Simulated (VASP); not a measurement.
A run of VASP 6.6.1 is set up as follows.

Contents of INCAR:

```
SYSTEM = K2TaO3
ALGO     = Normal         ! electronic algorithm
EDIFF    = 1E-6           ! SCF threshold, eV
ENCUT    = 520            ! plane-wave cutoff, eV
GGA      = PE             ! functional
ISIF     = 2              ! what is computed and relaxed
ISMEAR   = 0              ! smearing method
ISPIN    = 2              ! spin polarisation
LASPH    = .TRUE.         ! aspherical terms in the spheres
LCHARG   = .FALSE.        ! write CHGCAR
LMAXMIX  = 4              ! l up to which the mixer works
LORBIT   = 11             ! projections on sites
LREAL    = .FALSE.        ! projectors in reciprocal space
LWAVE    = .FALSE.        ! write WAVECAR
MAGMOM   = 0 0 2.83 -1 -1 -1 ! initial moments
NBANDS   = 36             ! bands
NELM     = 150            ! most SCF steps
PREC     = Accurate       ! precision mode
SIGMA    = 0.1            ! smearing width, eV
```

Contents of KPOINTS:

```
k-points
0
G
  6 6 10
  0 0 0
```

Contents of POSCAR:

```
K2TaO3
1.0
    6.2962250981      0.0000000000      0.0000000000
   -3.1481125490      5.4526908829      0.0000000000
    0.0000000000      0.0000000000      3.4530562993
K Ta O
2 1 3
Direct
    0.6666666667      0.3333333333      0.0000000000
    0.3333333333      0.6666666667      0.0000000000
    0.0000000000      0.0000000000      0.0000000000
    0.0000000000      0.5000000000      0.5000000000
    0.5000000000      0.5000000000      0.5000000000
    0.5000000000      0.0000000000      0.5000000000
```

Potentials or basis: VASP PAW PBE potentials, release 64 (K_sv, Ta_pv, O).

The run is started by

```sh
$ cat potpaw_PBE.64/K_sv/POTCAR potpaw_PBE.64/Ta_pv/POTCAR potpaw_PBE.64/O/POTCAR > POTCAR
$ mpirun -np 1 vasp_std > vasp.out
```

Q: What does it give for the net moment?

A: 0.00 μB per cell.

Q: What does it give for the pressure?

A: -2.7 GPa.

Stress tensor (GPa, compression positive):
```
-1.63  0.00  0.00
 0.00 -1.63  0.00
 0.00  0.00 -4.91
```
